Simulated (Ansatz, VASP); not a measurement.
## One calculation of Al, two programs

```
Al
1.0
     2.81375    0.00000    0.00000
    -1.40687    2.43678    0.00000
     0.00000    0.00000    8.87569
Al
4
Direct
  0.00000 0.00000 0.00000
  0.33333 0.66667 0.25000
  0.00000 0.00000 0.50000
  0.66667 0.33333 0.75000
```

Alike in both runs: task single point; functional PBE; dispersion D3(BJ); k mesh 18 × 18 × 6; occupations gaussian, width 0.15 eV; no spin polarisation.

|  | VASP | Ansatz |
| --- | --- | --- |
| version | VASP 6.6.1 | Ansatz 0.2.0 |
| potentials or method | VASP PAW PBE potentials, release 64 (Al), cutoff 520 eV | scalar-relativistic, plane waves, PAW |
| valence electrons in the cell | 12 | 12 |

|  | VASP | Ansatz | Ansatz less VASP |
| --- | --- | --- | --- |
| gap on the k mesh at the Fermi level (eV) | none | none | - |
| pressure (GPa) | 3.9 | 3.9 | 0.00 |
| traceless stress, the component that is largest in VASP (GPa) | 2.88 | 2.88 | -0.005 |

A gap of «none» marks a metal or a gap that the smearing closes.
